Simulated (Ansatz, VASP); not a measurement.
Two plane-wave programs on ZnO

Contents of POSCAR:

```
ZnO
1.0
    3.2353408669      0.0000000000      0.0000000000
   -1.6176704335      2.8018873806      0.0000000000
    0.0000000000      0.0000000000      5.0546232766
Zn O
2 2
Direct
    0.3333333333      0.6666666667     -0.0066953031
    0.6666666667      0.3333333333      0.4933046969
    0.3333333333      0.6666666667      0.3816953031
    0.6666666667      0.3333333333      0.8816953031
```

File INCAR.step1:

```
  PREC = Accurate
  ENCUT = 520
  ISMEAR = 0
  SIGMA = 0.01
  LREAL = False
  LASPH = True
  NELM = 100
  NBANDS = 26
  GGA = PE
  ALGO = Normal
  EDIFF = 1E-4
  LWAVE = True
  LCHARG = False
```

File INCAR.step2:

```
  PREC = Accurate
  ENCUT = 520
  EDIFF = 1E-6
  ISMEAR = 0
  SIGMA = 0.01
  LREAL = False
  LASPH = True
  NELM = 100
  ALGO = Normal
  ISIF = 2
  LWAVE = False
  LCHARG = False
  METAGGA = R2SCAN
  LMIXTAU = True
  NBANDS = 26
  ISTART = 1
```

KPOINTS

```
regular mesh
0
Gamma
  12 12 6
```

Input for Ansatz:

```yaml
crystal:
  lattice:
    - [3.2353408669, 0.0, 0.0]
    - [-1.6176704335, 2.8018873806, 0.0]
    - [0.0, 0.0, 5.0546232766]
  atoms:
    - { symbol: Zn, position: [0.3333333333, 0.6666666667, -0.0066953031] }
    - { symbol: Zn, position: [0.6666666667, 0.3333333333, 0.4933046969] }
    - { symbol: O, position: [0.3333333333, 0.6666666667, 0.3816953031] }
    - { symbol: O, position: [0.6666666667, 0.3333333333, 0.8816953031] }
kpoints:
  mp_grid: { grid: [12, 12, 6] }
  band_path:
    path:
      - [0.0, 0.0, 0.0]
      - [0.5, 0.0, 0.0]
      - [0.3333333333, 0.3333333333, 0.0]
      - [0.0, 0.0, 0.5]
      - [0.5, 0.0, 0.5]
      - [0.3333333333, 0.3333333333, 0.5]
    npoints: 1
hamiltonian:
  xc: r2scan
scf:
  occupations: { method: fixed }
  n_extra_bands: 5
output:
  forces: true
  stress: true
  eigenvalues: true
```

Change from the starting cell: uniaxial_z strain -3.0%.

Alike in both runs: task single point; functional r2SCAN; k mesh 12 × 12 × 6; no spin polarisation.

|  | VASP | Ansatz |
| --- | --- | --- |
| version | VASP 6.6.1 | Ansatz 0.2.0 |
| potentials or method | VASP PAW PBE potentials, release 64 (Zn, O) | plane waves, PAW |
| plane-wave cutoff (eV) | 520 | 500 |
| occupations | gaussian, width 0.01 eV | fixed |
| valence electrons in the cell | 36 | 36 |

Ansatz gave:

```
gap on the k mesh at the Fermi level (eV)                     : 1.32
pressure (GPa)                                                : 4.7
traceless stress, the component that is largest in VASP (GPa) : 1.85
rms of the force components (eV/Å)                            : 0.000
```

Question: Which values does VASP return?

Answer: gap on the k mesh at the Fermi level (eV): 1.31; pressure (GPa): 5.8; traceless stress, the component that is largest in VASP (GPa): 1.87; rms of the force components (eV/Å): 0.007.

VASP's potentials were made for PBE, not for r2SCAN. Atom by atom the forces differ by 0.007 eV/Å (rms over components).
